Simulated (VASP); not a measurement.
Wanted: the native input for a VASP 6.6.1 run.

* Task: single point
* Functional: r2SCAN
* Potentials or basis: VASP PAW PBE potentials, release 64 (Ge_d)
* Cutoff: 520 eV
* k mesh: 6 × 6 × 2
* Occupations: fermi-dirac, width 0.05 eV
* Spin: no spin polarisation
* Dipole correction: no
* Further INCAR settings: ALGO = Normal; EDIFF = 1e-06; NBANDS = 36

The system is Ge.

```xyz
4
Lattice="3.9677 0.0000 0.0000 -1.9839 3.4361 0.0000 0.0000 0.0000 10.7689" Properties=species:S:1:pos:R:3 pbc="T T T"
Ge    1.9839    1.1454    4.4675
Ge    0.0000    2.2908    9.8519
Ge    0.0000    0.0000    5.1417
Ge    0.0000    0.0000   10.5261
```

These files were run (other wordings do the same):

POSCAR

```
Ge
1.0
    3.9677200192      0.0000000000      0.0000000000
   -1.9838600096      3.4361463317      0.0000000000
    0.0000000000      0.0000000000     10.7689417645
Ge
4
Direct
    0.6666666667      0.3333333333      0.4148480000
    0.3333333333      0.6666666667      0.9148480000
    0.0000000000      0.0000000000      0.4774520000
    0.0000000000      0.0000000000      0.9774520000
```

INCAR.step1

```
SYSTEM = Ge
ALGO = Normal
EDIFF = 1E-4
ENCUT = 520
GGA = PE
ISMEAR = -1
LASPH = .True.
LCHARG = .False.
LREAL = .False.
LWAVE = .True.
NBANDS = 36
NELM = 100
PREC = Accurate
SIGMA = 0.05
```

INCAR.step2

```
SYSTEM = Ge
ALGO = Normal
EDIFF = 1E-6
ENCUT = 520
ISIF = 2
ISMEAR = -1
ISTART = 1
LASPH = .True.
LCHARG = .False.
LMIXTAU = .True.
LREAL = .False.
LWAVE = .False.
METAGGA = R2SCAN
NBANDS = 36
NELM = 100
PREC = Accurate
SIGMA = 0.05
```

KPOINTS

```
k-points
0
Gamma
  6 6 2
  0 0 0
```

Potentials or basis: VASP PAW PBE potentials, release 64 (Ge_d).

Launch:

```sh
$ cat potpaw_PBE.64/Ge_d/POTCAR > POTCAR
$ cp INCAR.step1 INCAR
$ mpirun -np 1 vasp_std > vasp.out
$ cp INCAR.step2 INCAR
$ mpirun -np 1 vasp_std > vasp.out
```

It gave:

```
Pressure               : 0.2 GPa
Largest force          : 0.093 eV/Å
Band gap on the k mesh : zero (filled and empty bands overlap)
```

Caveat: the PAW data sets were made with another functional, which shifts forces and pressure a little.

Wall time 4.4 min on 1 thread of Intel(R) Xeon(R) Platinum 8259CL CPU @ 2.50GHz (Skylake/Cascade Lake) (shared host), peak memory 0.29 GiB.
